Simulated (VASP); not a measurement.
Fe, 1 atom in the cell. Symmetry: Immm, No. 71, orthorhombic system. The conventional cell has a = 2.699 Å, b = 2.832 Å, c = 3.143 Å, α = 90.00°, β = 90.00°, γ = 90.00°. Fe (site symmetry mmm) has 14 Fe at 2.51 to 3.14 Å within 3.3 Å.  This cell differs from its parent crystal: normal strain along x +0.1100, normal strain along z -0.0467.

* Program: VASP 6.6.1
* Task: single point
* Functional: PBE
* Potentials or basis: VASP PAW PBE potentials, release 64 (Fe)
* Cutoff: 520 eV
* k mesh: 10 × 10 × 10
* Occupations: gaussian, width 0.15 eV
* Spin: collinear spin, ferromagnetic start
* Starting moments: [2.44] μB
* Dipole correction: no
* Further INCAR settings: ALGO = Fast; EDIFF = 1e-06; NBANDS = 14

Potentials or basis: VASP PAW PBE potentials, release 64 (Fe).

The run is started by

```sh
$ cat potpaw_PBE.64/Fe/POTCAR > POTCAR
$ mpirun -np 1 vasp_std > vasp.out
```

Hardware: 1 thread of AMD EPYC 7R43 64-Core Processor (Zen 3), on a shared host.

Q: Estimate the wall time of this run.

A: Run time: 73 s on 1 thread of AMD EPYC 7R43 64-Core Processor (Zen 3), on a shared host, peak memory 0.12 GiB. Counts: scf iterations 13, k points 171.
